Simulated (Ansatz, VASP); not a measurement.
## SrCl2 in VASP and in Ansatz

```
CELL_PARAMETERS angstrom
-0.01728 3.44668 3.44668
3.44668 -0.01728 3.44668
3.44668 3.44668 -0.01728
ATOMIC_POSITIONS crystal
Sr 0.00000 0.00000 0.00000
Cl 0.25000 0.25000 0.25000
Cl 0.75000 0.75000 0.75000
```

Change from the starting cell: equal xy, yz and zx engineering shears of -0.5 %.

Alike in both runs: task relaxation of the atoms; functional PBEsol; k mesh 6 × 6 × 6; no spin polarisation.

|  | VASP | Ansatz |
| --- | --- | --- |
| version | VASP 6.6.1 | Ansatz 0.2.0 |
| potentials or method | VASP PAW PBE potentials, release 64 (Sr_sv, Cl), cutoff 520 eV | all-electron LAPW, scalar-relativistic |
| occupations | gaussian, width 0.01 eV | fixed |

```tsv
	VASP	Ansatz	Ansatz less VASP
gap on the k mesh at the Fermi level, each at its own relaxed structure (eV)	5.24	5.25	+0.011
```

VASP's potentials were made for PBE, not for PBEsol. Ansatz ran all-electron here, and VASP with PAW potentials.
